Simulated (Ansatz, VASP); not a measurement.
## One calculation of Hf3Si2N, two programs

```
Hf Si N
1.0
     3.13257    0.00000    0.00000
     0.00000    3.13257    0.00000
     0.00000    0.00000   10.52683
Hf Si N
3 2 1
Direct
  0.00000 0.00000 0.61956
  0.00000 0.00000 0.27197
  0.50000 0.50000 0.84010
  0.00000 0.00000 0.01360
  0.50000 0.50000 0.46565
  0.50000 0.50000 0.28913
```

Change from the starting cell: species swapped into the MnAl2Cr3 type (P4mm, No. 99).

Alike in both runs: functional PBE; k mesh 6 × 6 × 2; occupations gaussian, width 0.1 eV; no spin polarisation.

Ansatz relaxed the structure, and its values are those at the end. VASP's run is a single point on that final structure, the one shown.

|  | VASP | Ansatz |
| --- | --- | --- |
| version | VASP 6.6.1 | Ansatz 0.2.0 |
| potentials or method | VASP PAW PBE potentials, release 64 (Hf_pv, Si, N), cutoff 520 eV | scalar-relativistic, plane waves, PAW |
| valence electrons in the cell | 43 | 91 |

```tsv
	VASP	Ansatz	Ansatz less VASP
gap on the k mesh at the Fermi level (eV)	none	none	-
pressure (GPa)	-0.5	0.1	+0.59
rms of the force components (eV/Å)	0.016	0.005	-0.0111
```

A gap of «none» marks a metal or a gap that the smearing closes. VASP's potentials hold 43 valence electrons a cell and Ansatz's 91, so a difference there can come from the potentials and not from the codes.

Neither program's run includes spin-orbit coupling.
